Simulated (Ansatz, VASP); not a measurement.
One calculation of SbSe4, two programs

INCAR

```
  PREC = Accurate
  ENCUT = 600
  EDIFF = 1E-6
  ISMEAR = 0
  SIGMA = 0.1
  LREAL = False
  LASPH = True
  NELM = 60
  ALGO = Normal
  ISIF = 3
  LWAVE = False
  LCHARG = False
  GGA = PE
  IBRION = 2
  NSW = 100
  EDIFFG = -0.01
```

Contents of KPOINTS:

```
Automatic mesh
0
Gamma
  8 8 8
```

Contents of POSCAR:

```
SbSe4
1.0
    5.0604395621      0.0000000000      0.0000000000
    0.0000000000      5.0604395621      0.0000000000
    0.0000000000      0.0000000000      5.0604395621
Sb Se
1 4
Direct
    0.0000000000      0.0000000000      0.0000000000
    0.0000000000      0.5000000000      0.5000000000
    0.5000000000      0.0000000000      0.5000000000
    0.5000000000      0.5000000000      0.5000000000
    0.5000000000      0.5000000000      0.0000000000
```

Input for Ansatz:

```yaml
crystal:
  lattice:
    - [5.0604395621, 0.0, 0.0]
    - [0.0, 5.0604395621, 0.0]
    - [0.0, 0.0, 5.0604395621]
  atoms:
    - { symbol: Sb, position: [0.0, 0.0, 0.0] }
    - { symbol: Se, position: [0.0, 0.5, 0.5] }
    - { symbol: Se, position: [0.5, 0.0, 0.5] }
    - { symbol: Se, position: [0.5, 0.5, 0.5] }
    - { symbol: Se, position: [0.5, 0.5, 0.0] }
basis:
  ecutwfc: 420
kpoints:
  mp_grid: { grid: [8, 8, 8] }
hamiltonian:
  xc: pbe
scf:
  occupations: { method: gaussian, width: 0.1 }
output:
  forces: true
  stress: true
  eigenvalues: true
  write_density: true
  write_potential: true
  elf: true
  volumetric_format: npy
relax:
  adjacent_minimum: "off"
  f_tol: 0.01
  max_steps: 80
  cell: { stress_tol: 0.05 }
```

Alike in both runs: task relaxation of cell and atoms; functional PBE; k mesh 8 × 8 × 8; occupations gaussian, width 0.1 eV; no spin polarisation.

|  | VASP | Ansatz |
| --- | --- | --- |
| version | VASP 6.6.1 | Ansatz 0.2.0 |
| potentials or method | VASP PAW PBE potentials, release 64 (Sb, Se), cutoff 600 eV | scalar-relativistic, plane waves, PAW |
| valence electrons in the cell | 29 | 79 |

```tsv
	VASP	Ansatz	Ansatz less VASP
gap on the k mesh at the Fermi level, each at its own relaxed structure (eV)	none	none	-
relaxed volume (Å³/atom)	25.92	25.92	0.000
relaxed cell length with the largest relative difference (Å)	5.060	5.060	0.0000
```

A gap of «none» marks a metal or a gap that the smearing closes. VASP's potentials hold 29 valence electrons a cell and Ansatz's 79, so a difference there can come from the potentials and not from the codes.

Spin-orbit coupling is off throughout. Noted on VASP's run: the relaxation stopped at its first step, so nothing moved.
